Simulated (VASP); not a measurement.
# Os (Fm-3m) in VASP: further runs

Runs on Os. Level: LDA. Tasks: single point.

Program: VASP 6.6.1. These are calculated values, not measurements. Logs are shortened: lines on timing, memory, paths and dates and some standing lists are left out, and cuts for length are marked.

## 1. The cell of the first run

It takes space group Fm-3m (No. 225, cubic). Conventional cell: a = 3.803 Å, b = 3.803 Å, c = 3.803 Å, α = 90.00°, β = 90.00°, γ = 90.00°. Within 3.5 Å of Os (site symmetry m-3m) lie 12 Os at 2.69 Å.

This isn't the form of Os at room conditions, which is hcp.

## 2. Single point, LDA

INCAR reads:

```
  PREC = Accurate
  ENCUT = 520
  EDIFF = 1E-7
  ISMEAR = -1
  SIGMA = 0.08
  LREAL = F
  LASPH = T
  NELM = 100
  ALGO = Normal
  ISIF = 2
  LWAVE = F
  LCHARG = T
  GGA = CA
  LELF = T
  LVHAR = T
  NBANDS = 19
```

KPOINTS reads:

```
Automatic mesh
0
Gamma
  17 17 6
```

POSCAR reads:

```
Os
1.0
    0.0000000000      1.9015150805     -1.9015150805
   -1.9015150805      0.0000000000      1.9015150805
    3.8030301609      3.8030301609      3.8030301609
Os
3
Direct
    0.0000000000      0.0000000000      0.0000000000
    0.3333333330      0.6666666670      0.3333333330
    0.6666666670      0.3333333330      0.6666666670
```

Potentials or basis: VASP PAW LDA potentials, release 64 (Os).

Command:

```
> cat potpaw_LDA.64/Os/POTCAR > POTCAR
> mpirun -np 1 vasp_std > vasp.out
```

OUTCAR:

```text
PREC = Accurate
   ENCUT = 520
   EDIFF = 1E-7
   ISMEAR = -1
   LREAL = F
   LASPH = T
   NELM = 100
   ISIF = 2
   GGA = CA

 ion  position               nearest neighbor table
   1  0.000  0.000  0.000-   2 2.69   3 2.69   3 2.69   2 2.69   3 2.69   2 2.69
   2  0.333  0.667  0.333-   1 2.69   1 2.69   1 2.69   3 2.69   3 2.69   3 2.69
   3  0.667  0.333  0.667-   1 2.69   1 2.69   1 2.69   2 2.69   2 2.69   2 2.69

  LATTYP: Found a hexagonal cell.
 ALAT       =     2.6891484159
 C/A-ratio  =     2.4494897427

  Lattice vectors:

 A1 = (   0.0000000000,   1.9015150805,  -1.9015150805)
 A2 = (  -1.9015150805,   0.0000000000,   1.9015150805)
 A3 = (   3.8030301609,   3.8030301609,   3.8030301609)

Analysis of symmetry for initial positions (statically):
=====================================================================
 Subroutine PRICEL returns following result:

  LATTYP: Found a face centered cubic cell.
 ALAT       =     3.8030301571

  Lattice vectors:

 A1 = (   1.9015150786,   1.9015150786,  -0.0000000000)
 A2 = (  -0.0000000019,   1.9015150786,   1.9015150805)
 A3 = (   1.9015150843,   0.0000000038,   1.9015150805)

   3 primitive cells build up your supercell.

 Routine SETGRP: Setting up the symmetry group for a
 hexagonal supercell.

 Subroutine GETGRP returns: Found 12 space group operations
 (whereof 12 operations were pure point group operations)
 out of a pool of 24 trial point group operations.

The static configuration has the point symmetry D_3d.

Analysis of symmetry for dynamics (positions and initial velocities):
=====================================================================
 Subroutine PRICEL returns following result:

  LATTYP: Found a face centered cubic cell.
 ALAT       =     3.8030301571

  Lattice vectors:

 A1 = (   1.9015150786,   1.9015150786,  -0.0000000000)
 A2 = (  -0.0000000019,   1.9015150786,   1.9015150805)
 A3 = (   1.9015150843,   0.0000000038,   1.9015150805)

   3 primitive cells build up your supercell.

 Routine SETGRP: Setting up the symmetry group for a
 hexagonal supercell.

[... 86 lines left out ...]
   total plane-waves  NPLWV =  20000
   dimension x,y,z NGX =    20 NGY =   20 NGZ =   50
   dimension x,y,z NGXF=    40 NGYF=   40 NGZF=  100
   ions per type =               3
   NGX,Y,Z   is equivalent  to a cutoff of  12.36, 12.36, 12.62 a.u.
   NGXF,Y,Z  is equivalent  to a cutoff of  24.73, 24.73, 25.24 a.u.
 SYSTEM =  unknown system
   PREC   = accura    normal or accurate (medium, high low for compatibility)
   ISTART =      0    job   : 0-new  1-cont  2-samecut
   ICHARG =      2    charge: 1-file 2-atom 10-const
   ISPIN  =      1    spin polarized calculation?
   LNONCOLLINEAR =      F non collinear calculations
   LSORBIT =      F    spin-orbit coupling
   LASPH  =      T    aspherical Exc in radial PAW
   ENCUT  =  520.0 eV  38.22 Ry    6.18 a.u.   5.00  5.00 12.25*2*pi/ulx,y,z
   NELM   =    100;   NELMIN=  2; NELMDL= -5     # of ELM steps
   EDIFF  = 0.1E-06   stopping-criterion for ELM
   LREAL  =      F    real-space projection
   EDIFFG = 0.1E-05   stopping-criterion for IOM
   NSW    =      0    number of steps for IOM
   IBRION =     -1    ionic relax: 0-MD 1-quasi-New 2-CG
   NFREE  =      0    steps in history (QN), initial steepest desc. (CG)
   ISIF   =      2    stress and relaxation
   ISYM   =      2    0-nonsym 1-usesym 2-fastsym
   POTIM  = 0.5000    time-step for ionic-motion
   TEBEG  =    0.0;   TEEND  =   0.0 temperature during run
   PSTRESS=    0.0 pullay stress
   NELECT =      24.0000    total number of electrons
   NUPDOWN=      -1.0000    fix difference up-down
   EMIN   =  10.00;   EMAX   =-10.00  energy-range for DOS
   EFERMI =   0.00;   METHOD = LEGACY
   ISMEAR =    -1;   SIGMA  =   0.08  broadening in eV -4-tet -1-fermi 0-gaus
   EFERMI_NEDOS =   21; number of points for ismear=-14 and -15
   IALGO  =     38    algorithm
   IMIX   =      4    mixing-type and parameters
     AMIX     =   0.40;   BMIX     =  1.00
     AMIX_MAG =   1.60;   BMIX_MAG =  1.00
  volume/ion in A,a.u.               =      13.75        92.80
  Fermi-wavevector in a.u.,A,eV,Ry     =   1.366664  2.582620 25.412556  1.867770
  Thomas-Fermi vector in A             =   2.492785
   LORBIT       =      0    0 simple, 1 ext, 2 COOP (PROOUT), +10 PAW based schemes
   GGA     = CA    functional components
   LHFCALC =     F    Hartree Fock is set to
   AEXX    =    0.0000 exact exchange contribution
   IVDW    =     0    specifies the selected vdW correction
   LEPSILON=     F    determine dielectric tensor
   LRPA    =     F    only Hartree local field effects (RPA)
 non-spin polarized calculation
  energy-cutoff  :      520.00
  volume of cell :       41.25
 maximum number of plane-waves:      1133
   NGX =  9   NGY =  9   NGZ = 25

 number of electron      24.0000000 magnetization

 Free energy of the ion-electron system (eV)
  ---------------------------------------------------
  ext. energy  EPLUGINS =         0.00000000
  ---------------------------------------------------
  free energy    TOTEN  =       -37.55234417 eV

  energy without entropy =      -37.50107006  energy(sigma->0) =      -37.52670711

 E-fermi :   9.5255     XC(G=0): -14.2763

 val. band max:        9.5193929128   @ k =   0.1765   0.1176   0.3333
 cond. band min:       9.5281418216   @ k =   0.0000   0.0000   0.1667
 fundamental gap:      0.0087489088
 Fermi energy:         9.5255049584

 k-point     1 :       0.0000    0.0000    0.0000
  band No.  band energies     occupation
      1      -1.3675      2.00000
      2       1.6094      2.00000
      3       1.6094      2.00000
      4       6.4359      2.00000
      5       6.4359      2.00000
      6       6.4364      2.00000
[... 505 lines left out ...]
      6       5.1000      2.00000
[... 11 lines left out ...]
     18      14.3820      0.00000
     19      22.1063      0.00000

 [... further k-points ...]
[... 5 lines left out ...]
  --------------------------------------------------------------------------------------
  -------------------------------------------------------------------------------------
  Total        0.2634333      0.2634333      0.2634333     -0.0050008     -0.0050008     -0.0050008
  in kB       10.2312969     10.2312969     10.2312969     -0.1942226     -0.1942226     -0.1942226
  external PRESSURE =      10.2312969 kB  Pullay stress =       0.0000000 kB

 VOLUME and BASIS-vectors are now :
 -----------------------------------------------------------------------------
  energy-cutoff  :      520.00
  volume of cell :       41.25
      direct lattice vectors                 reciprocal lattice vectors
     0.000000000  1.901515081 -1.901515081    -0.175298811  0.350597623 -0.175298811
    -1.901515081  0.000000000  1.901515081    -0.350597623  0.175298811  0.175298811
     3.803030161  3.803030161  3.803030161     0.087649406  0.087649406  0.087649406

 POSITION                                       TOTAL-FORCE (eV/Angst)
 -----------------------------------------------------------------------------------
      0.00000      0.00000      0.00000         0.000000      0.000000      0.000000
     -0.00000      1.90152      1.90152         0.000000      0.000000      0.000000
      1.90152      3.80303      1.90152        -0.000000     -0.000000     -0.000000
 -----------------------------------------------------------------------------------
    total drift:                               -0.000000     -0.000000      0.000000

  FREE ENERGIE OF THE ION-ELECTRON SYSTEM (eV)
  ---------------------------------------------------
  free  energy   TOTEN  =       -37.5523441661 eV

  energy  without entropy=      -37.5010700604  energy(sigma->0) =      -37.52670711
```

OSZICAR:

```text
N       E                     dE             d eps       ncg     rms          rms(c)
DAV:   1     0.167832105429E+03    0.16783E+03   -0.11588E+04  6992   0.121E+03
DAV:   2    -0.287102600875E+02   -0.19654E+03   -0.18481E+03  7038   0.401E+02
DAV:   3    -0.396466105503E+02   -0.10936E+02   -0.10303E+02  8024   0.786E+01
DAV:   4    -0.398807871239E+02   -0.23418E+00   -0.23275E+00  7579   0.117E+01
DAV:   5    -0.398830292739E+02   -0.22421E-02   -0.22415E-02  7879   0.976E-01    0.418E+01
DAV:   6    -0.380690779018E+02    0.18140E+01   -0.19428E+00  7632   0.104E+01    0.187E+01
DAV:   7    -0.375674953577E+02    0.50158E+00   -0.12136E+00  7899   0.801E+00    0.103E+00
DAV:   8    -0.375541595234E+02    0.13336E-01   -0.13613E-02  7175   0.864E-01    0.265E-01
DAV:   9    -0.375523493778E+02    0.18101E-02   -0.18679E-03  7563   0.399E-01    0.587E-02
DAV:  10    -0.375523583920E+02   -0.90142E-05   -0.22646E-05  7791   0.314E-02    0.140E-02
DAV:  11    -0.375523441692E+02    0.14223E-04   -0.42826E-06  7280   0.230E-02    0.857E-04
DAV:  12    -0.375523441661E+02    0.30245E-08   -0.70579E-08  4764   0.191E-03
   1 F= -.37552344E+02 E0= -.37526707E+02  d E =-.512741E-01
```

stdout:

```text
POSCAR found type information on POSCAR Os
 POSCAR found :  1 types and       3 ions
 scaLAPACK will be used
 LDA part: xc-table for (Slater(with rela. corr.)+CA(PZ))
 , standard interpolation
 POSCAR, INCAR and KPOINTS ok, starting setup
 FFT: planning ... GRIDC
 FFT: planning ... GRID_SOFT
 FFT: planning ... GRID
 WAVECAR not read
 entering main loop
```

It took 2.9 min on 1 thread of Intel Xeon 8259CL, shared host; peak memory 0.23 GiB.

What came out:

```
Free energy            : -37.5523 eV
Pressure               : 1.0 GPa
Band gap on the k mesh : zero (bands 12 and 13 overlap by 3.99 eV)
```

Caveat: spin-orbit coupling is left out, which moves the levels of the heavy elements.

## 3. Single point, LDA

INCAR reads:

```
SYSTEM = Os
ALGO = Normal
EDIFF = 1E-7
ENCUT = 520
ISIF = 2
ISMEAR = -1
LASPH = .True.
LCHARG = .False.
LREAL = .False.
LWAVE = .False.
NBANDS = 19
NELM = 100
PREC = Accurate
SIGMA = 0.08
```

KPOINTS reads:

```
k-points
0
Gamma
  17 17 6
  0 0 0
```

POSCAR is that of step 2.

Potentials or basis: VASP PAW LDA potentials, release 64 (Os).

Command:

```
> cat potpaw_LDA.64/Os/POTCAR > POTCAR
> mpirun -np 1 vasp_std > vasp.out
```

Wall time 2.6 min (1 thread of Intel Xeon 8259CL, shared host); peak memory 0.23 GiB.

It converged, with:

```
Free energy            : -37.5523 eV
Pressure               : 1.0 GPa
Band gap on the k mesh : zero (bands 12 and 13 overlap by 3.99 eV)
```

Levels at points of the mesh, in eV from the Fermi level:
| k point | band 10 | band 11 | band 12 | band 13 | band 14 | band 15 |
| --- | --- | --- | --- | --- | --- | --- |
| (0.00, 0.00, 0.00) | -2.87 | -2.79 | -2.79 | 0.05 | 0.05 | 1.16 |
| (0.00, 0.00, 0.50) | -2.64 | -2.64 | -0.16 | -0.16 | -0.16 | -0.16 |

Caveat: spin-orbit coupling is left out, which moves the levels of the heavy elements.
